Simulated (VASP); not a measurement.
BP, 2 atoms in the cell. The structure is cubic, space group F-43m (No. 216). Conventional cell: a = 4.538 Å, b = 4.538 Å, c = 4.538 Å, α = 90.00°, β = 90.00°, γ = 90.00°. Within 2.6 Å of B (site symmetry -43m) lie 4 P at 1.97 Å. P (site symmetry -43m) has 4 B at 1.97 Å within 2.6 Å. 

| Quantity | Value |
| --- | --- |
| Program | VASP 6.6.1 |
| Task | G0W0 quasiparticle levels |
| Functional | PBE |
| Potentials or basis | VASP PAW PBE potentials, release 64 (B_GW, P_GW) |
| Cutoff | 500 eV |
| k mesh | 2 × 2 × 2 |
| Occupations | gaussian, width 0.01 eV |
| Spin | no spin polarisation |
| Dipole correction | no |
| GW scheme | G0W0 |
| GW iterations | 1 |
| Cutoff of the response function | 200 |
| Frequency points | 48 |
| Empty bands | 634 |
| Further INCAR settings | ALGO = EVGW0; EDIFF = 1e-08; NBANDS = 638 |

Potentials or basis: VASP PAW PBE potentials, release 64 (B_GW, P_GW).

The run is started by

```console
$ cat potpaw_PBE.64/B_GW/POTCAR potpaw_PBE.64/P_GW/POTCAR > POTCAR
$ cp INCAR.step1 INCAR
$ mpirun -np 1 vasp_std > vasp.out
$ cp INCAR.step2 INCAR
$ mpirun -np 1 vasp_std > vasp.out
$ cp INCAR.step3 INCAR
$ mpirun -np 1 vasp_std > vasp.out
```

Hardware: 1 thread of Intel(R) Xeon(R) Platinum 8488C (Sapphire Rapids), with other jobs on the host.

Problem. How long does it take, and how much memory?

Solution. It took 17 s on 1 thread of Intel(R) Xeon(R) Platinum 8488C (Sapphire Rapids), on a shared host, peak memory 0.21 GiB. Counts: k points 3.
